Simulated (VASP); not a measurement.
Wanted: the native input for a VASP 6.6.1 run.

- Task: single point
- Functional: r2SCAN
- Potentials or basis: VASP PAW PBE potentials, release 64 (Mg)
- Cutoff: 520 eV
- k mesh: 10 × 10 × 5
- Occupations: fermi-dirac, width 0.05 eV
- Spin: no spin polarisation
- Dipole correction: no
- Further INCAR settings: ALGO = Normal; EDIFF = 1e-07; NBANDS = 9

The system is Mg.

```
Mg
1.0
     3.18776    0.00000    0.00000
    -1.59388    2.76068    0.00000
     0.00000    0.00000    5.17533
Mg
2
Direct
  0.66667 0.33333 0.75000
  0.33333 0.66667 0.25000
```

These files were run (other wordings do the same):

POSCAR

```
Mg
1.0
    3.1877604248      0.0000000000      0.0000000000
   -1.5938802124      2.7606815091      0.0000000000
    0.0000000000      0.0000000000      5.1753304900
Mg
2
Direct
    0.6666666667      0.3333333333      0.7500000000
    0.3333333333      0.6666666667      0.2500000000
```

INCAR.step1

```
ALGO = Normal ; EDIFF = 1E-4
ENCUT = 520 ; GGA = PE
ISMEAR = -1 ; LASPH = True
LCHARG = False ; LREAL = False
LWAVE = True ; NBANDS = 9
NELM = 60 ; PREC = Accurate
SIGMA = 0.05
```

INCAR.step2

```
ALGO = Normal ; EDIFF = 1E-7
ENCUT = 520 ; ISIF = 2
ISMEAR = -1 ; ISTART = 1
LASPH = True ; LCHARG = False
LMIXTAU = True ; LREAL = False
LWAVE = False ; METAGGA = R2SCAN
NBANDS = 9 ; NELM = 60
PREC = Accurate ; SIGMA = 0.05
```

KPOINTS

```
k-points
0
Gamma
  10 10 5
```

Potentials or basis: VASP PAW PBE potentials, release 64 (Mg).

The run is started by

```sh
$ cat potpaw_PBE.64/Mg/POTCAR > POTCAR
$ cp INCAR.step1 INCAR
$ mpirun -np 1 vasp_std > vasp.out
$ cp INCAR.step2 INCAR
$ mpirun -np 1 vasp_std > vasp.out
```

Results of the run:

* Pressure: -0.6 GPa
* Band gap on the k mesh: zero (band 2 reaches 3.31 eV, above the bottom of band 3 at 1.49 eV)

Caveat: the PAW data sets were made with another functional, which shifts forces and pressure a little.

It took 33 s on 1 thread of Intel(R) Xeon(R) Platinum 8375C CPU @ 2.90GHz (Ice Lake), on a shared host, peak memory 0.17 GiB.
